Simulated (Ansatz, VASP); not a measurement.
# One calculation of Be2H3, two programs

```
Be H
1.0
     3.88419    0.00000    0.00000
     1.89237    3.60885    0.00000
     1.85180    0.25511    5.54200
Be H
4 6
Direct
  0.87427 0.17550 0.98886
  0.86601 0.49726 0.63399
  0.44171 0.20290 0.75442
  0.07743 0.47014 0.17342
  0.10150 0.80368 0.06730
  0.15971 0.37593 0.40600
  0.48727 0.51847 0.62560
  0.47136 0.17855 0.01592
  0.77669 0.88103 0.64469
  0.74404 0.39655 0.18979
```

Change from the starting cell: the structure that the rattled cell fell into.

Alike in both runs: task relaxation of cell and atoms; functional PBE; k mesh 6 × 6 × 4; occupations gaussian, width 0.1 eV; no spin polarisation.

```csv
,VASP,Ansatz
version,VASP 6.6.1,Ansatz 0.2.0
potentials or method,"VASP PAW PBE potentials, release 64 (Be, H), cutoff 600 eV","scalar-relativistic, plane waves, PAW"
valence electrons in the cell,14,14
```

```csv
,VASP,Ansatz,Ansatz less VASP
"gap on the k mesh at the Fermi level, each at its own relaxed structure (eV)",1.83,1.83,+0.002
relaxed volume (Å³/atom),7.77,7.77,0.000
relaxed length of the cell vector where the two differ most in proportion (Å),3.884,3.884,0.0000
```

Noted on VASP's run: the relaxation stopped at its first step, so nothing moved.
